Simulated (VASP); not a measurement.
Write the native input for VASP 6.6.1 that does the following.

| Property | Result |
| --- | --- |
| Task | single point |
| Functional | PBE |
| Potentials or basis | VASP PAW PBE potentials, release 64 (Ba_sv, Ti_sv, O) |
| Cutoff | 520 eV |
| k mesh | 7 × 7 × 7 |
| Occupations | fermi-dirac, width 0.05 eV |
| Spin | no spin polarisation |
| Dipole correction | no |
| Further INCAR settings | ALGO = Normal; EDIFF = 1e-06; NBANDS = 28 |

The structure of BaTiO3 lies in POSCAR:

```
BaTiO3
1.0
    2.8248195922      1.6309103519      2.3149669196
   -2.8248195922      1.6309103519      2.3149669196
    0.0000000000     -3.2618207039      2.3149669195
Ba Ti O
1 1 3
Direct
   -0.0021870298     -0.0021870298     -0.0021870298
    0.4862847288      0.4862847288      0.4862847288
    0.5095988665      0.0159045679      0.5095988665
    0.0159045679      0.5095988665      0.5095988665
    0.5095988665      0.5095988665      0.0159045679
```

The input as run:

INCAR

```
SYSTEM = BaTiO3
  PREC = Accurate
  ENCUT = 520
  EDIFF = 1E-6
  ISMEAR = -1
  SIGMA = 0.05
  LREAL = .FALSE.
  LASPH = .TRUE.
  NELM = 100
  ALGO = Normal
  ISIF = 2
  LWAVE = .FALSE.
  LCHARG = .FALSE.
  GGA = PE
  NBANDS = 28
```

KPOINTS

```
regular mesh
0
G
  7 7 7
  0 0 0
```

Potentials or basis: VASP PAW PBE potentials, release 64 (Ba_sv, Ti_sv, O).

Launch:

```sh
$ cat potpaw_PBE.64/Ba_sv/POTCAR potpaw_PBE.64/Ti_sv/POTCAR potpaw_PBE.64/O/POTCAR > POTCAR
$ mpirun -np 1 vasp_std > vasp.out
```

Results of the run:

```yaml
Pressure: 6.8 GPa
Largest_force: 0.065 eV/Å
Band_gap_on_the_k_mesh: 2.36 eV, indirect (least direct gap 2.66 eV)
```

Caveat: spin-orbit coupling is left out, which moves the levels of the heavy elements.

It took 2.6 min on 1 thread of AMD EPYC 7R13, on a shared host, peak memory 0.19 GiB.
